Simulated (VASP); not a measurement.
# Ag (Fm-3m) in VASP: further runs

Ag is run at these levels: r2SCAN; tasks: single point.

All numbers are computed with VASP 6.6.1; they aren't measurements. Logs are shortened: lines on timing, memory, paths and dates and some standing lists are left out, and cuts for length are marked.

## 1. The cell of the first run

Symmetry: Fm-3m, No. 225, cubic system. Conventional cell: a = 4.063 Å, b = 4.063 Å, c = 4.063 Å, α = 90.00°, β = 90.00°, γ = 90.00°. Ag (site symmetry m-3m) has 12 Ag at 2.87 Å within 3.8 Å.

## 2. Single point, r2SCAN (volume scaled by 0.97)

Input file POSCAR:

```
Ag
1.0
    0.0000000000      2.0313636467      2.0313636467
    2.0313636467      0.0000000000      2.0313636467
    2.0313636467      2.0313636467      0.0000000000
Ag
1
Direct
    0.0000000000      0.0000000000      0.0000000000
```

Input file INCAR.step1:

```
SYSTEM = Ag
  PREC = Accurate
  ENCUT = 520
  ISMEAR = 0
  SIGMA = 0.1
  LREAL = .False.
  LASPH = .True.
  NELM = 80
  NBANDS = 12
  GGA = PE
  ALGO = Normal
  EDIFF = 1E-4
  LWAVE = .True.
  LCHARG = .False.
```

Input file INCAR.step2:

```
SYSTEM = Ag
  PREC = Accurate
  ENCUT = 520
  EDIFF = 1E-6
  ISMEAR = 0
  SIGMA = 0.1
  LREAL = .False.
  LASPH = .True.
  NELM = 80
  ALGO = Normal
  ISIF = 2
  LWAVE = .False.
  LCHARG = .False.
  METAGGA = R2SCAN
  LMIXTAU = .True.
  NBANDS = 12
  ISTART = 1
```

Input file KPOINTS:

```
regular mesh
0
Gamma
  18 18 18
  0 0 0
```

Potentials or basis: VASP PAW PBE potentials, release 64 (Ag).

Run with:

```console
$ cat potpaw_PBE.64/Ag/POTCAR > POTCAR
$ cp INCAR.step1 INCAR
$ mpirun -np 1 vasp_std > vasp.out
$ cp INCAR.step2 INCAR
$ mpirun -np 1 vasp_std > vasp.out
```

OUTCAR:

```text
SYSTEM = Ag
   PREC = Accurate
   ENCUT = 520
   EDIFF = 1E-6
   ISMEAR = 0
   LREAL = .False.
   LASPH = .True.
   NELM = 80
   ISIF = 2
   METAGGA = R2SCAN
   ISTART = 1

 ion  position               nearest neighbor table
   1  0.000  0.000  0.000-

  LATTYP: Found a face centered cubic cell.
 ALAT       =     4.0627272934

  Lattice vectors:

 A1 = (   0.0000000000,   2.0313636467,   2.0313636467)
 A2 = (   2.0313636467,   0.0000000000,   2.0313636467)
 A3 = (   2.0313636467,   2.0313636467,   0.0000000000)

Analysis of symmetry for initial positions (statically):
=====================================================================
 Subroutine PRICEL returns:
 Original cell was already a primitive cell.

 Routine SETGRP: Setting up the symmetry group for a
 face centered cubic supercell.

 Subroutine GETGRP returns: Found 48 space group operations
 (whereof 48 operations were pure point group operations)
 out of a pool of 48 trial point group operations.

The static configuration has the point symmetry O_h .

Analysis of symmetry for dynamics (positions and initial velocities):
=====================================================================
 Subroutine PRICEL returns:
 Original cell was already a primitive cell.

 Routine SETGRP: Setting up the symmetry group for a
 face centered cubic supercell.

 Subroutine GETGRP returns: Found 48 space group operations
 (whereof 48 operations were pure point group operations)
 out of a pool of 48 trial point group operations.

The dynamic configuration has the point symmetry O_h .

 Subroutine INISYM returns: Found 48 space group operations
 (whereof 48 operations are pure point group operations),
 and found     1 'primitive' translations

----------------------------------------------------------------------------------------

                                     Primitive cell

  volume of cell :      16.7646

  direct lattice vectors                    reciprocal lattice vectors
     0.000000000  2.031363647  2.031363647    -0.246140075  0.246140075  0.246140075
     2.031363647  0.000000000  2.031363647     0.246140075 -0.246140075  0.246140075
     2.031363647  2.031363647  0.000000000     0.246140075  0.246140075 -0.246140075

  length of vectors
     2.872782019  2.872782019  2.872782019     0.426327115  0.426327115  0.426327115

  position of ions in fractional coordinates (direct lattice)
     0.000000000  0.000000000  0.000000000

  ion indices of the primitive-cell ions
   primitive index   ion index
                 1           1

----------------------------------------------------------------------------------------

 KPOINTS: regular mesh

Automatic generation of k-mesh.
 Grid dimensions read from file:
 generate k-points for:   18   18   18

 Generating k-lattice:

  Cartesian coordinates                     Fractional coordinates (reciprocal lattice)
    -0.013674449  0.013674449  0.013674449     0.055555556  0.000000000  0.000000000
     0.013674449 -0.013674449  0.013674449     0.000000000  0.055555556  0.000000000
     0.013674449  0.013674449 -0.013674449     0.000000000  0.000000000  0.055555556

  Length of vectors
     0.023684840  0.023684840  0.023684840

  Shift w.r.t. Gamma in fractional coordinates (k-lattice)
     0.000000000  0.000000000  0.000000000

 Subroutine IBZKPT returns following result:
 ===========================================

 Found    195 irreducible k-points:

 Following reciprocal coordinates:
            Coordinates               Weight
  0.000000  0.000000  0.000000      1.000000
  0.055556  0.000000  0.000000      8.000000
  0.111111  0.000000  0.000000      8.000000
  0.166667  0.000000  0.000000      8.000000
  0.222222  0.000000  0.000000      8.000000
  0.277778  0.000000  0.000000      8.000000
[... 16 lines left out ...]
 -0.277778  0.055556  0.000000     24.000000
 -0.222222  0.055556  0.000000     24.000000
 [... further k-points ...]
   k-points           NKPTS =    195   k-points in BZ     NKDIM =    195   number of bands    NBANDS=     12
   number of dos      NEDOS =    301   number of ions     NIONS =      1
   total plane-waves  NPLWV =  13824
   dimension x,y,z NGX =    24 NGY =   24 NGZ =   24
   dimension x,y,z NGXF=    48 NGYF=   48 NGZF=   48
   ions per type =               1
   NGX,Y,Z   is equivalent  to a cutoff of  13.89, 13.89, 13.89 a.u.
   NGXF,Y,Z  is equivalent  to a cutoff of  27.78, 27.78, 27.78 a.u.
 SYSTEM =  Ag
   PREC   = accura    normal or accurate (medium, high low for compatibility)
   ISTART =      1    job   : 0-new  1-cont  2-samecut
   ICHARG =      0    charge: 1-file 2-atom 10-const
   ISPIN  =      1    spin polarized calculation?
   LNONCOLLINEAR =      F non collinear calculations
   LSORBIT =      F    spin-orbit coupling
   LASPH  =      T    aspherical Exc in radial PAW
   ENCUT  =  520.0 eV  38.22 Ry    6.18 a.u.   5.34  5.34  5.34*2*pi/ulx,y,z
   NELM   =     80;   NELMIN=  2; NELMDL=  0     # of ELM steps
   EDIFF  = 0.1E-05   stopping-criterion for ELM
   LREAL  =      F    real-space projection
   EDIFFG = 0.1E-04   stopping-criterion for IOM
   NSW    =      0    number of steps for IOM
   IBRION =     -1    ionic relax: 0-MD 1-quasi-New 2-CG
   NFREE  =      0    steps in history (QN), initial steepest desc. (CG)
   ISIF   =      2    stress and relaxation
   ISYM   =      2    0-nonsym 1-usesym 2-fastsym
   POTIM  = 0.5000    time-step for ionic-motion
   TEBEG  =    0.0;   TEEND  =   0.0 temperature during run
   PSTRESS=    0.0 pullay stress
   NELECT =      11.0000    total number of electrons
   NUPDOWN=      -1.0000    fix difference up-down
   EMIN   =  10.00;   EMAX   =-10.00  energy-range for DOS
   EFERMI =   0.00;   METHOD = LEGACY
   ISMEAR =     0;   SIGMA  =   0.10  broadening in eV -4-tet -1-fermi 0-gaus
   EFERMI_NEDOS =   21; number of points for ismear=-14 and -15
   IALGO  =     38    algorithm
   IMIX   =      4    mixing-type and parameters
     AMIX     =   0.40;   BMIX     =  1.00
     AMIX_MAG =   1.60;   BMIX_MAG =  1.00
  volume/ion in A,a.u.               =      16.76       113.13
  Fermi-wavevector in a.u.,A,eV,Ry     =   1.422574  2.688274 27.534320  2.023715
  Thomas-Fermi vector in A             =   2.543263
   LORBIT       =      0    0 simple, 1 ext, 2 COOP (PROOUT), +10 PAW based schemes
   METAGGA = R2SCAN    functional components
   LHFCALC =     F    Hartree Fock is set to
   AEXX    =    0.0000 exact exchange contribution
   IVDW    =     0    specifies the selected vdW correction
   LEPSILON=     F    determine dielectric tensor
   LRPA    =     F    only Hartree local field effects (RPA)
 non-spin polarized calculation
 Gauss-broadening in eV      SIGMA  =   0.10
  energy-cutoff  :      520.00
  volume of cell :       16.76
 maximum number of plane-waves:       465
 NGX is ok and might be reduce to    24
   NGX = 11   NGY = 11   NGZ = 11

 number of electron      11.0000000 magnetization

 Free energy of the ion-electron system (eV)
  ---------------------------------------------------
  ext. energy  EPLUGINS =         0.00000000
  ---------------------------------------------------
  free energy    TOTEN  =       -21.35473236 eV

  energy without entropy =      -21.35378657  energy(sigma->0) =      -21.35425946

 E-fermi :   8.6337     XC(G=0): -13.0876

 val. band max:        8.5980817587   @ k =   0.5000   0.1667   0.0556
 cond. band min:       8.7755185978   @ k =   0.5000   0.3333   0.1111
 fundamental gap:      0.1774368391
 Fermi energy:         8.6337354575

 k-point     1 :       0.0000    0.0000    0.0000
  band No.  band energies     occupation
      1       0.5764      2.00000
      2       3.4645      2.00000
      3       3.4645      2.00000
      4       3.4645      2.00000
      5       4.5420      2.00000
      6       4.5420      2.00000
      7      25.3632      0.00000
      8      29.2001      0.00000
      9      29.2001      0.00000
     10      29.2001      0.00000
     11      34.1961      0.00000
     12      35.3677      0.00000

 k-point     2 :       0.0556    0.0000    0.0000
  band No.  band energies     occupation
      1       0.6778      2.00000
      2       3.4409      2.00000
      3       3.4929      2.00000
      4       3.4929      2.00000
      5       4.5309      2.00000
      6       4.5309      2.00000
      7      25.3862      0.00000
      8      28.3198      0.00000
      9      29.2429      0.00000
     10      29.2429      0.00000
     11      34.3320      0.00000
     12      35.2541      0.00000

 k-point     3 :       0.1111    0.0000    0.0000
  band No.  band energies     occupation
      1       0.9696      2.00000
      2       3.3873      2.00000
      3       3.5668      2.00000
      4       3.5668      2.00000
      5       4.5094      2.00000
      6       4.5094      2.00000
      7      25.1515      0.00000
      8      26.8337      0.00000
      9      29.3478      0.00000
     10      29.3478      0.00000
     11      33.4753      0.00000
     12      34.8544      0.00000
[... 286 lines left out ...]
 k-point    23 :      -0.2778    0.0556    0.0000
  band No.  band energies     occupation
      1       2.0757      2.00000
      2       3.6012      2.00000
      3       3.6632      2.00000
      4       4.2159      2.00000
      5       4.6978      2.00000
      6       5.2680      2.00000
      7      18.5636      0.00000
      8      25.3105      0.00000
      9      27.6605      0.00000
     10      30.2308      0.00000
     11      31.9602      0.00000
     12      32.1627      0.00000

 k-point    24 :      -0.2222    0.0556    0.0000
  band No.  band energies     occupation
      1       1.9843      2.00000
      2       3.5145      2.00000
      3       3.7188      2.00000
      4       3.7633      2.00000
      5       4.4951      2.00000
      6       4.8923      2.00000
      7      20.7993      0.00000
      8      25.6320      0.00000
      9      28.2116      0.00000
     10      30.9051      0.00000
     11      31.4527      0.00000
     12      32.4982      0.00000

 [... further k-points ...]
[... 5 lines left out ...]
  --------------------------------------------------------------------------------------
  -------------------------------------------------------------------------------------
  Total        0.3784237      0.3784237      0.3784237     -0.0000000     -0.0000000      0.0000000
  in kB       36.1656160     36.1656160     36.1656160     -0.0000000     -0.0000000      0.0000000
  external PRESSURE =      36.1656160 kB  Pullay stress =       0.0000000 kB

 VOLUME and BASIS-vectors are now :
 -----------------------------------------------------------------------------
  energy-cutoff  :      520.00
  volume of cell :       16.76
      direct lattice vectors                 reciprocal lattice vectors
     0.000000000  2.031363647  2.031363647    -0.246140075  0.246140075  0.246140075
     2.031363647  0.000000000  2.031363647     0.246140075 -0.246140075  0.246140075
     2.031363647  2.031363647  0.000000000     0.246140075  0.246140075 -0.246140075

 POSITION                                       TOTAL-FORCE (eV/Angst)
 -----------------------------------------------------------------------------------
      0.00000      0.00000      0.00000         0.000000      0.000000      0.000000
 -----------------------------------------------------------------------------------
    total drift:                               -0.000000      0.000000      0.000000

  FREE ENERGIE OF THE ION-ELECTRON SYSTEM (eV)
  ---------------------------------------------------
  free  energy   TOTEN  =       -21.3547323554 eV

  energy  without entropy=      -21.3537865670  energy(sigma->0) =      -21.35425946
```

It took 56 s on 1 thread of Intel Xeon 6975P-C, shared host; peak memory 0.18 GiB.

What came out:

```
Free energy : -21.3547 eV
Pressure    : 3.6 GPa
```

Levels at points of the mesh, in eV from the Fermi level:
| k point | band 4 | band 5 | band 6 | band 7 | band 8 | band 9 |
| --- | --- | --- | --- | --- | --- | --- |
| (0.00, 0.00, 0.00) | -5.17 | -4.09 | -4.09 | 16.73 | 20.57 | 20.57 |
| (0.50, 0.00, 0.00) | -3.25 | -3.25 | -0.35 | 3.84 | 15.97 | 18.84 |
| (0.50, 0.50, 0.00) | -3.03 | -3.03 | 1.75 | 7.15 | 11.27 | 11.27 |

Caveat: the PAW data sets were made with another functional, which shifts forces and pressure a little.

(Continued in part 2 of 3.)
